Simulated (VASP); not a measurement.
Input of a VASP 6.6.1 run:

File POSCAR:

```
C
1.0
    0.0000000000      1.7823668848      1.7823668848
    1.7801417077      0.0022251771      1.7801417077
    1.7801417077      1.7801417077      0.0022251771
C
2
Direct
    0.5000000000      0.5000000000      0.5000000000
    0.7500000000      0.7500000000      0.7500000000
```

The input INCAR.step1:

```
PREC = Accurate ; ENCUT = 520
ISMEAR = 0 ; SIGMA = 0.05
LREAL = False ; LASPH = True
NELM = 60 ; NBANDS = 11
GGA = PE ; ALGO = Normal
EDIFF = 1E-4 ; LWAVE = True
LCHARG = False
```

Contents of INCAR.step2:

```
PREC = Accurate ; ENCUT = 520
EDIFF = 1E-6 ; ISMEAR = 0
SIGMA = 0.05 ; LREAL = False
LASPH = True ; NELM = 60
ALGO = Normal ; ISIF = 2
LWAVE = False ; LCHARG = True
METAGGA = R2SCAN ; LMIXTAU = True
LELF = True ; LVHAR = True
NBANDS = 11 ; ISTART = 1
```

Contents of KPOINTS:

```
regular mesh
0
Gamma
  12 12 12
```

Potentials or basis: VASP PAW PBE potentials, release 64 (C).

Launch:

```console
$ cat potpaw_PBE.64/C/POTCAR > POTCAR
$ cp INCAR.step1 INCAR
$ mpirun -np 1 vasp_std > vasp.out
$ cp INCAR.step2 INCAR
$ mpirun -np 1 vasp_std > vasp.out
```

Problem. Estimate the largest force.

Solution. 0.006 eV/Å.

Problem. Predict the band gap on the k mesh.

Solution. 4.35 eV, indirect (least direct gap 5.81 eV).

Problem. Estimate the pressure.

Solution. 1.1 GPa.

Forces in eV/Å, atoms in the order of the input:
```
C    0.006  0.000  0.000
C   -0.006  0.000  0.000
```

Caveat: the cell differs from its parent crystal (strain +0.0025 x Voigt [0, 0, 0, 1, 0, 0]); the PAW data sets were made with another functional, which shifts forces and pressure a little. A k mesh can miss the band edges.
